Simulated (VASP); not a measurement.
Input of a VASP 6.6.1 run:

INCAR

```
PREC = Accurate
ENCUT = 600
EDIFF = 1E-6
ISMEAR = -1
SIGMA = 0.05
LREAL = False
LASPH = True
NELM = 120
ALGO = Normal
ISIF = 2
LWAVE = False
LCHARG = False
GGA = PE
NBANDS = 14
GGA_COMPAT = False
```

The input KPOINTS:

```
regular mesh
0
Gamma
  16 16 14
```

The input POSCAR:

```
CoSi
1.0
    2.9181110817      0.0000000000      0.0000000000
   -1.4590555409      2.5271583278      0.0000000000
    0.0000000000      0.0000000000      2.4397956994
Co Si
1 1
Direct
    0.0000000000      0.0000000000      0.0000000000
    0.3333333333      0.6666666667      0.5000000000
```

Potentials or basis: VASP PAW PBE potentials, release 64 (Co, Si).

Command:

```bash
$ cat potpaw_PBE.64/Co/POTCAR potpaw_PBE.64/Si/POTCAR > POTCAR
$ mpirun -np 1 vasp_std > vasp.out
```

Problem. Predict the pressure.

Solution. 114.2 GPa.

Stress tensor (GPa, compression positive):
```
114.17   0.00   0.00
  0.00 114.17   0.00
  0.00   0.00 114.31
```

 Spin polarisation is off, so any magnetic state and its effect on volume and gap are missing.
